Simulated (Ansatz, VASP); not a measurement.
This is a calculation of CuO for Ansatz 0.2.0.

Contents of input.yaml:

```yaml
crystal:
  lattice:
    - [0.0, 2.11656, 2.11656]
    - [2.11656, 0.0, 2.11656]
    - [2.11656, 2.11656, 0.0]
  atoms:
    - { symbol: Cu, position: [0.02949772, 0.02810087, 0.90802599] }
    - { symbol: O, position: [0.47050228, 0.47189913, 0.59197401] }
kpoints:
  mp_grid: { grid: [9, 9, 9] }
scf:
  occupations: { method: fermi_dirac, width: 0.05 }
hamiltonian:
  xc: pbesol
  pseudopotentials: { kind: all_electron, lapw: { basis_error: 0.002 } }
output:
  forces: true
  stress: true
relax:
  f_tol: 0.005
  max_steps: 60
  cell: {}
```

Potentials or basis: all-electron LAPW, scalar-relativistic.

Launch:

```console
$ ansatz run input.yaml --threads 1 --pin off --max-ram 3072MiB --backend cpu --events-out ev --progress --plain --runs-dir out
```

Question: Translate it to VASP 6.6.1. Potentials there: VASP PAW PBE potentials, release 64 (Cu, O).

Answer: As run (the cutoff follows the program's own potentials):

File INCAR:

```
PREC = Accurate
ENCUT = 600
EDIFF = 1E-6
ISMEAR = -1
SIGMA = 0.05
LREAL = False
LASPH = True
NELM = 100
ALGO = Normal
ISIF = 3
LWAVE = False
LCHARG = False
GGA = PS
IBRION = 2
NSW = 80
EDIFFG = -0.005
```

File KPOINTS:

```
regular mesh
0
Gamma
  9 9 9
```

Contents of POSCAR:

```
CuO
1.0
    0.0000000000      2.1165600000      2.1165600000
    2.1165600000      0.0000000000      2.1165600000
    2.1165600000      2.1165600000      0.0000000000
Cu O
1 1
Direct
    0.0294977200      0.0281008700      0.9080259900
    0.4705022800      0.4718991300      0.5919740100
```

Potentials or basis: VASP PAW PBE potentials, release 64 (Cu, O).

The run is started by

```sh
$ cat potpaw_PBE.64/Cu/POTCAR potpaw_PBE.64/O/POTCAR > POTCAR
$ mpirun -np 1 vasp_std > vasp.out
```

Both were run:

|  | VASP | Ansatz | Ansatz less VASP |
| --- | --- | --- | --- |
| relaxed volume (Å³/atom) | 9.10 | 9.09 | -0.006 |
| relaxed length of the cell vector where the two differ most in proportion (Å) | 2.953 | 2.952 | -0.0012 |

VASP's potentials were made for PBE, not for PBEsol. Ansatz ran all-electron here, and VASP with PAW potentials.

Noted on Ansatz's run: the k mesh is thin for a metal, which can move the energy by tens of meV per atom.
